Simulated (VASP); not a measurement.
Set up this calculation in VASP 6.6.1, as the native input.

```yaml
Task: single point
Functional: PBE
Potentials_or_basis: VASP PAW PBE potentials, release 64 (Si, Cl)
Cutoff: 520 eV
k_mesh: 6 × 6 × 4
Occupations: gaussian, width 0.1 eV
Spin: no spin polarisation
Dipole_correction: no
Further_INCAR_settings: ALGO = Normal; EDIFF = 1e-07; NBANDS = 14
```

The structure of Si2Cl lies in POSCAR:

```
Si2Cl
1.0
    3.6559774800      0.0000000000      0.0000000000
    0.0000000000      3.6559774800      0.0000000000
    0.0000000000      0.0000000000      4.5414889500
Si Cl
2 1
Direct
    0.5000000000      0.5000000000      0.5000000000
    0.5000000000      0.5000000000      0.0000000000
    0.0000000000      0.0000000000      0.5000000000
```

One way to write it, as run:

INCAR

```
PREC     = Accurate       # precision mode
ENCUT    = 520            # plane-wave cutoff, eV
EDIFF    = 1E-7           # SCF threshold, eV
ISMEAR   = 0              # smearing method
SIGMA    = 0.1            # smearing width, eV
LREAL    = False          # projectors in reciprocal space
LASPH    = True           # aspherical terms in the spheres
NELM     = 60             # most SCF steps
ALGO     = Normal         # electronic algorithm
ISIF     = 2              # what is computed and relaxed
LWAVE    = False          # write WAVECAR
LCHARG   = False          # write CHGCAR
GGA      = PE             # functional
NBANDS   = 14             # bands
```

KPOINTS

```
regular mesh
0
Gamma
  6 6 4
```

Potentials or basis: VASP PAW PBE potentials, release 64 (Si, Cl).

The run is started by

```console
$ cat potpaw_PBE.64/Si/POTCAR potpaw_PBE.64/Cl/POTCAR > POTCAR
$ mpirun -np 1 vasp_std > vasp.out
```

It gave:

The pressure is 4.5 GPa.

Caveat: an odd number of electrons without spin polarisation forces a metal; a magnetic or distorted state may lie lower.

Run time: 31 s on 1 thread of Intel Xeon 8259CL, with other jobs on the host, peak memory 0.17 GiB.
